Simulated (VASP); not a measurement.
# Si in VASP: a series of runs

The runs below take Si through single point, with PBE+D3(BJ).

All numbers are computed with VASP 6.6.1; they aren't measurements. Logs are shortened: lines on timing, memory, paths and dates and some standing lists are left out, and cuts for length are marked.

### Step 1. The cell of the first run

The cell holds a slab with vacuum, 4 atoms: a = 3.847 Å, b = 3.847 Å, c = 18.445 Å, α = 90.00°, β = 90.00°, γ = 120.00°.

### Step 2. Single point, PBE+D3(BJ)

File INCAR:

```
PREC = Accurate ; ENCUT = 520
EDIFF = 1E-6 ; ISMEAR = 0
SIGMA = 0.1 ; LREAL = False
LASPH = True ; NELM = 80
ALGO = Normal ; ISIF = 2
LWAVE = False ; LCHARG = True
LDIPOL = True ; IDIPOL = 3
DIPOL = 0.5 0.5 0.413 ; GGA = PE
IVDW = 12 ; LELF = True
LVHAR = True ; LVACPOTAV = True
NBANDS = 16
```

File KPOINTS:

```
Automatic mesh
0
Gamma
  9 9 1
```

File POSCAR:

```
Si
1.0
    3.8472023583      0.0000000000      0.0000000000
   -1.9236011791      3.3317749758      0.0000000000
    0.0000000000      0.0000000000     18.4446971457
Si
4
Direct
    0.3333333333      0.6666666667      0.2695814701
    0.6666666667      0.3333333333      0.2439725610
    0.5555555556      0.4444444444      0.5825358400
    0.8888888889      0.1111111111      0.5569269309
```

Potentials or basis: VASP PAW PBE potentials, release 64 (Si).

Command:

```
cat potpaw_PBE.64/Si/POTCAR > POTCAR
mpirun -np 1 vasp_std > vasp.out
```

OUTCAR:

```text
PREC = Accurate
   ENCUT = 520
   EDIFF = 1E-6
   ISMEAR = 0
   LREAL = False
   LASPH = True
   NELM = 80
   ISIF = 2
   GGA = PE
   IVDW = 12
 IVDW          = 12

 ion  position               nearest neighbor table
   1  0.333  0.667  0.270-   2 2.27   2 2.27   2 2.27
   2  0.667  0.333  0.244-   1 2.27   1 2.27   1 2.27
   3  0.556  0.444  0.583-   4 2.27   4 2.27   4 2.27
   4  0.889  0.111  0.557-   3 2.27   3 2.27   3 2.27

  LATTYP: Found a hexagonal cell.
 ALAT       =     3.8472023583
 C/A-ratio  =     4.7943142647

  Lattice vectors:

 A1 = (   3.8472023583,   0.0000000000,   0.0000000000)
 A2 = (  -1.9236011791,   3.3317749758,   0.0000000000)
 A3 = (   0.0000000000,   0.0000000000,  18.4446971457)

Analysis of symmetry for initial positions (statically):
=====================================================================
 Subroutine PRICEL returns:
 Original cell was already a primitive cell.

 Routine SETGRP: Setting up the symmetry group for a
 hexagonal supercell.

 Subroutine GETGRP returns: Found  4 space group operations
 (whereof  2 operations were pure point group operations)
 out of a pool of 24 trial point group operations.

The static configuration has the point symmetry C_1h.
 The point group associated with its full space group is C_2h.

Analysis of symmetry for dynamics (positions and initial velocities):
=====================================================================
 Subroutine PRICEL returns:
 Original cell was already a primitive cell.

 Routine SETGRP: Setting up the symmetry group for a
 hexagonal supercell.

 Subroutine GETGRP returns: Found  4 space group operations
 (whereof  2 operations were pure point group operations)
 out of a pool of 24 trial point group operations.

The dynamic configuration has the point symmetry C_1h.
 The point group associated with its full space group is C_2h.

 Subroutine INISYM returns: Found  4 space group operations
 (whereof  2 operations are pure point group operations),
 and found     1 'primitive' translations

----------------------------------------------------------------------------------------

                                     Primitive cell

  volume of cell :     236.4244

  direct lattice vectors                    reciprocal lattice vectors
     3.847202358  0.000000000  0.000000000     0.259929140  0.150070159  0.000000000
    -1.923601179  3.331774976  0.000000000     0.000000000  0.300140318  0.000000000
     0.000000000  0.000000000 18.444697146     0.000000000  0.000000000  0.054216125

  length of vectors
     3.847202358  3.847202358 18.444697146     0.300140318  0.300140318  0.054216125

  position of ions in fractional coordinates (direct lattice)
     0.333333333  0.666666667  0.269581470
     0.666666667  0.333333333  0.243972561
     0.555555556  0.444444444  0.582535840
     0.888888889  0.111111111  0.556926931

  ion indices of the primitive-cell ions
   primitive index   ion index
                 1           1
                 2           2
                 3           3
                 4           4

----------------------------------------------------------------------------------------

 KPOINTS: Automatic mesh

Automatic generation of k-mesh.
 Grid dimensions read from file:
 generate k-points for:    9    9    1

 Generating k-lattice:

  Cartesian coordinates                     Fractional coordinates (reciprocal lattice)
     0.028881016  0.016674462  0.000000000     0.111111111 -0.000000000  0.000000000
     0.000000000  0.033348924  0.000000000     0.000000000  0.111111111  0.000000000
     0.000000000  0.000000000  0.054216125     0.000000000  0.000000000  1.000000000

  Length of vectors
     0.033348924  0.033348924  0.054216125

  Shift w.r.t. Gamma in fractional coordinates (k-lattice)
     0.000000000  0.000000000  0.000000000

 Subroutine IBZKPT returns following result:
 ===========================================

 Found     25 irreducible k-points:

 Following reciprocal coordinates:
            Coordinates               Weight
  0.000000  0.000000  0.000000      1.000000
  0.111111  0.000000  0.000000      4.000000
 -0.111111  0.111111  0.000000      2.000000
  0.222222 -0.000000  0.000000      4.000000
 -0.222222  0.222222  0.000000      2.000000
  0.333333 -0.000000  0.000000      4.000000
[... 16 lines left out ...]
 -0.222222 -0.444444  0.000000      4.000000
  0.444444  0.333333  0.000000      4.000000
   k-points           NKPTS =     25   k-points in BZ     NKDIM =     25   number of bands    NBANDS=     16
   number of dos      NEDOS =    301   number of ions     NIONS =      4
   total plane-waves  NPLWV = 126000
   dimension x,y,z NGX =    30 NGY =   30 NGZ =  140
   dimension x,y,z NGXF=    60 NGYF=   60 NGZF=  280
   ions per type =               4
   NGX,Y,Z   is equivalent  to a cutoff of  12.96, 12.96, 12.62 a.u.
   NGXF,Y,Z  is equivalent  to a cutoff of  25.93, 25.93, 25.24 a.u.
 SYSTEM =  unknown system
   PREC   = accura    normal or accurate (medium, high low for compatibility)
   ISTART =      0    job   : 0-new  1-cont  2-samecut
   ICHARG =      2    charge: 1-file 2-atom 10-const
   ISPIN  =      1    spin polarized calculation?
   LNONCOLLINEAR =      F non collinear calculations
   LSORBIT =      F    spin-orbit coupling
   LASPH  =      T    aspherical Exc in radial PAW
   ENCUT  =  520.0 eV  38.22 Ry    6.18 a.u.   7.15  7.15 34.29*2*pi/ulx,y,z
   NELM   =     80;   NELMIN=  2; NELMDL= -5     # of ELM steps
   EDIFF  = 0.1E-05   stopping-criterion for ELM
   LREAL  =      F    real-space projection
   EDIFFG = 0.1E-04   stopping-criterion for IOM
   NSW    =      0    number of steps for IOM
   IBRION =     -1    ionic relax: 0-MD 1-quasi-New 2-CG
   NFREE  =      0    steps in history (QN), initial steepest desc. (CG)
   ISIF   =      2    stress and relaxation
   ISYM   =      2    0-nonsym 1-usesym 2-fastsym
   POTIM  = 0.5000    time-step for ionic-motion
   TEBEG  =    0.0;   TEEND  =   0.0 temperature during run
   PSTRESS=    0.0 pullay stress
   NELECT =      16.0000    total number of electrons
   NUPDOWN=      -1.0000    fix difference up-down
   EMIN   =  10.00;   EMAX   =-10.00  energy-range for DOS
   EFERMI =   0.00;   METHOD = LEGACY
   ISMEAR =     0;   SIGMA  =   0.10  broadening in eV -4-tet -1-fermi 0-gaus
   EFERMI_NEDOS =   21; number of points for ismear=-14 and -15
   IALGO  =     38    algorithm
   IMIX   =      4    mixing-type and parameters
     AMIX     =   0.40;   BMIX     =  1.00
     AMIX_MAG =   1.60;   BMIX_MAG =  1.00
  volume/ion in A,a.u.               =      59.11       398.87
  Fermi-wavevector in a.u.,A,eV,Ry     =   0.667141  1.260713  6.055636  0.445077
  Thomas-Fermi vector in A             =   1.741657
   LORBIT       =      0    0 simple, 1 ext, 2 COOP (PROOUT), +10 PAW based schemes
   GGA     = PE    functional components
   LHFCALC =     F    Hartree Fock is set to
   AEXX    =    0.0000 exact exchange contribution
   IVDW    =    12    specifies the selected vdW correction
   LEPSILON=     F    determine dielectric tensor
   LRPA    =     F    only Hartree local field effects (RPA)
 non-spin polarized calculation
 Gauss-broadening in eV      SIGMA  =   0.10
  energy-cutoff  :      520.00
  volume of cell :      236.42
 maximum number of plane-waves:      6399
 NGX is ok and might be reduce to    30
   NGX = 15   NGY = 15   NGZ = 69

 number of electron      16.0000001 magnetization

 dipolmoment           0.000000      0.000000     -0.000006 electrons x Angstroem

 Free energy of the ion-electron system (eV)
  ---------------------------------------------------
  ext. energy  EPLUGINS =         0.00000000
  ---------------------------------------------------
  free energy    TOTEN  =       -19.13209197 eV

  energy without entropy =      -19.12733216  energy(sigma->0) =      -19.12971206

 E-fermi :  -0.9851     XC(G=0):  -4.3765

 val. band max:       -1.0241796034   @ k =   0.3333   0.3333   0.0000
 cond. band min:      -0.9472582898   @ k =   0.3333   0.3333   0.0000
 fundamental gap:      0.0769213136
 Fermi energy:        -0.9850538409

 k-point     1 :       0.0000    0.0000    0.0000
  band No.  band energies     occupation
      1     -12.0921      2.00000
      2     -12.0841      2.00000
      3      -4.2723      2.00000
      4      -4.1031      2.00000
      5      -2.1717      2.00000
      6      -2.1716      2.00000
[... 8 lines left out ...]
     15       2.0618      0.00000
     16       2.0661      0.00000

 k-point     2 :       0.1111    0.0000    0.0000
  band No.  band energies     occupation
      1     -11.9465      2.00000
      2     -11.9387      2.00000
      3      -4.1772      2.00000
      4      -4.0225      2.00000
      5      -3.1328      2.00000
      6      -3.1198      2.00000
[... 8 lines left out ...]
     15       2.5839      0.00000
     16       2.5877      0.00000

 k-point     3 :      -0.1111    0.1111    0.0000
  band No.  band energies     occupation
      1     -11.9465      2.00000
      2     -11.9387      2.00000
      3      -4.1777      2.00000
      4      -4.0220      2.00000
      5      -3.1340      2.00000
      6      -3.1185      2.00000
[... 8 lines left out ...]
     15       2.5840      0.00000
     16       2.5877      0.00000

 k-point     4 :       0.2222   -0.0000    0.0000
  band No.  band energies     occupation
      1     -11.5159      2.00000
      2     -11.5082      2.00000
      3      -5.0021      2.00000
      4      -4.9942      2.00000
      5      -3.6047      2.00000
      6      -3.4488      2.00000
[... 8 lines left out ...]
     15       3.8772      0.00000
     16       3.8820      0.00000
[... 324 lines left out ...]
 k-point    22 :       0.3333    0.2222    0.0000
  band No.  band energies     occupation
      1      -9.5987      2.00000
      2      -9.5933      2.00000
      3      -8.0484      2.00000
      4      -8.0447      2.00000
      5      -5.0376      2.00000
      6      -5.0344      2.00000
[... 8 lines left out ...]
     15       4.6270      0.00000
     16       5.1756      0.00000

 k-point    23 :      -0.2222   -0.4444    0.0000
  band No.  band energies     occupation
      1      -9.5989      2.00000
      2      -9.5933      2.00000
      3      -8.0490      2.00000
      4      -8.0440      2.00000
      5      -5.0382      2.00000
      6      -5.0338      2.00000
[... 8 lines left out ...]
     15       4.6466      0.00000
     16       5.1691      0.00000

 k-point    24 :       0.4444    0.3333    0.0000
  band No.  band energies     occupation
      1      -9.5987      2.00000
      2      -9.5935      2.00000
      3      -8.0483      2.00000
      4      -8.0446      2.00000
      5      -5.0390      2.00000
      6      -5.0330      2.00000
[... 8 lines left out ...]
     15       4.6479      0.00000
     16       5.1673      0.00000

 [... further k-points ...]

------------------------ aborting loop because EDIFF is reached ----------------------------------------

 Edisp (eV)   -0.84021

 E8    (eV) :    -0.3579

  FORCE on cell =-STRESS in cart. coord.  units (eV):
  Direction    XX          YY          ZZ          XY          YZ          ZX
  --------------------------------------------------------------------------------------
  -------------------------------------------------------------------------------------
  Total      -0.05831    -0.06152    -0.37657    -0.00278     0.00218    -0.00377
  in kB      -0.39517    -0.41692    -2.55187    -0.01884     0.01476    -0.02557
  external pressure =       -1.12 kB  Pullay stress =        0.00 kB

 VOLUME and BASIS-vectors are now :
 -----------------------------------------------------------------------------
  energy-cutoff  :      520.00
  volume of cell :      236.42
      direct lattice vectors                 reciprocal lattice vectors
     3.847202358  0.000000000  0.000000000     0.259929140  0.150070159  0.000000000
    -1.923601179  3.331774976  0.000000000     0.000000000  0.300140318  0.000000000
     0.000000000  0.000000000 18.444697146     0.000000000  0.000000000  0.054216125

 POSITION                                       TOTAL-FORCE (eV/Angst)
 -----------------------------------------------------------------------------------
     -0.00000      2.22118      4.97235         0.000729     -0.000421      0.034545
      1.92360      1.11059      4.50000         0.000000     -0.000000      0.026224
      1.28240      1.48079     10.74470        -0.000000      0.000000     -0.026224
      3.20600      0.37020     10.27235        -0.000729      0.000421     -0.034545
 -----------------------------------------------------------------------------------
    total drift:                                0.000000     -0.000000     -0.000066

  FREE ENERGIE OF THE ION-ELECTRON SYSTEM (eV)
  ---------------------------------------------------
  free  energy   TOTEN  =       -19.9723012128 eV

  energy  without entropy=      -19.9675414083  energy(sigma->0) =      -19.96992131

 vacuum level on the upper side and lower side of the slab         3.608         3.608
```

Wall time 2.7 min (1 thread of AMD EPYC 7R43 (Zen 3), shared host); peak memory 0.33 GiB.

What came out:

```yaml
Free_energy: -19.9723 eV
Largest_force: 0.035 eV/Å
Band_gap_on_the_k_mesh: 0.08 eV, direct
Dispersion_energy_per_atom: -0.210 eV
```

Forces in eV/Å, atoms in the order of the input:
```
Si   0.001  0.000  0.035
Si   0.000  0.000  0.026
Si   0.000  0.000 -0.026
Si  -0.001  0.000 -0.035
```

Levels at points of the mesh, in eV from the valence-band top:
| k point | band 6 | band 7 | band 8 | band 9 | band 10 | band 11 |
| --- | --- | --- | --- | --- | --- | --- |
| (0.00, 0.00, 0.00) | -1.15 | -1.15 | -1.15 | 2.10 | 2.10 | 2.26 |

### Step 3. Single point, PBE+D3(BJ)

File INCAR:

```
SYSTEM = Si
ALGO     = Normal         ! electronic algorithm
DIPOL    = 0.5 0.5 0.372
EDIFF    = 1E-6           ! SCF threshold, eV
ENCUT    = 520            ! plane-wave cutoff, eV
GGA      = PE             ! functional
IDIPOL   = 3            
ISIF     = 2              ! what is computed and relaxed
ISMEAR   = 0              ! smearing method
IVDW     = 12             ! dispersion correction
LASPH    = .TRUE.         ! aspherical terms in the spheres
LCHARG   = .FALSE.        ! write CHGCAR
LDIPOL   = .TRUE.       
LREAL    = .FALSE.        ! projectors in reciprocal space
LWAVE    = .FALSE.        ! write WAVECAR
NBANDS   = 16             ! bands
NELM     = 100            ! most SCF steps
PREC     = Accurate       ! precision mode
SIGMA    = 0.1            ! smearing width, eV
```

File KPOINTS:

```
k-points
0
G
  9 9 1
  0 0 0
```

POSCAR: that of step 2 with these lines changed.

```diff
@@ -10,3 +10,3 @@
     0.6666666667      0.3333333333      0.2439725610
-    0.5555555556      0.4444444444      0.5825358400
-    0.8888888889      0.1111111111      0.5569269309
+    0.7777777778      0.2222222222      0.4995851693
+    1.1111111111     -0.1111111111      0.4739762602
```

Potentials or basis: VASP PAW PBE potentials, release 64 (Si).

Command:

```
cat potpaw_PBE.64/Si/POTCAR > POTCAR
mpirun -np 1 vasp_std > vasp.out
```

Run time: 2.8 min. Hardware: 1 thread of AMD EPYC 7R43 (Zen 3), shared host; peak memory 0.33 GiB.

It converged, with:

* Free energy: -20.1727 eV
* Largest force: 0.174 eV/Å
* Band gap on the k mesh: 0.27 eV, direct
* Dispersion energy per atom: -0.250 eV

Forces on the atoms (eV/Å):
```
Si  -0.037  0.021  0.168
Si   0.007 -0.004  0.039
Si  -0.007  0.004 -0.039
Si   0.037 -0.021 -0.168
```

Levels at points of the mesh, in eV from the valence-band top:
```tsv
k point	band 5	band 6	band 7	band 8	band 9	band 10	band 11	band 12
(0.00, 0.00, 0.00)	-1.04	-1.03	-1.01	-0.99	2.19	2.26	2.40	3.15
```

### Step 4. Single point, PBE+D3(BJ)

File INCAR:

```
ALGO = Normal ; DIPOL = 0.5 0.5 0.386
EDIFF = 1E-6 ; ENCUT = 520
GGA = PE ; IDIPOL = 3
ISIF = 2 ; ISMEAR = 0
IVDW = 12 ; LASPH = True
LCHARG = False ; LDIPOL = True
LREAL = False ; LWAVE = False
NBANDS = 16 ; NELM = 80
PREC = Accurate ; SIGMA = 0.1
```

File KPOINTS:

```
k-points
0
Gamma
  9 9 1
```

POSCAR: that of step 3 with these lines changed.

```diff
@@ -10,3 +10,3 @@
     0.6666666667      0.3333333333      0.2439725610
-    0.7777777778      0.2222222222      0.4995851693
-    1.1111111111     -0.1111111111      0.4739762602
+    0.7777777778      0.2222222222      0.5283197153
+    1.1111111111     -0.1111111111      0.5027108062
```

Command:

```
cat potpaw_PBE.64/Si/POTCAR > POTCAR
mpirun -np 1 vasp_std > vasp.out
```

Wall time 3.4 min (1 thread of AMD EPYC 7R43 (Zen 3), shared host); peak memory 0.33 GiB.

It converged, with:

```yaml
Free_energy: -20.0752 eV
Largest_force: 0.108 eV/Å
Band_gap_on_the_k_mesh: 0.14 eV, direct
Dispersion_energy_per_atom: -0.231 eV
```

Forces on the atoms (eV/Å):
```
Si  -0.014  0.008  0.107
Si   0.001 -0.001  0.048
Si  -0.001  0.001 -0.048
Si   0.014 -0.008 -0.107
```

Levels at points of the mesh, in eV from the valence-band top:
```
           k point  band 4  band 5  band 6  band 7  band 8  band 9  band 10  band 11  band 12  band 13
(0.00, 0.00, 0.00)   -2.84   -1.11   -1.11   -1.10   -1.09    2.12     2.15     2.27     3.10     3.12
```
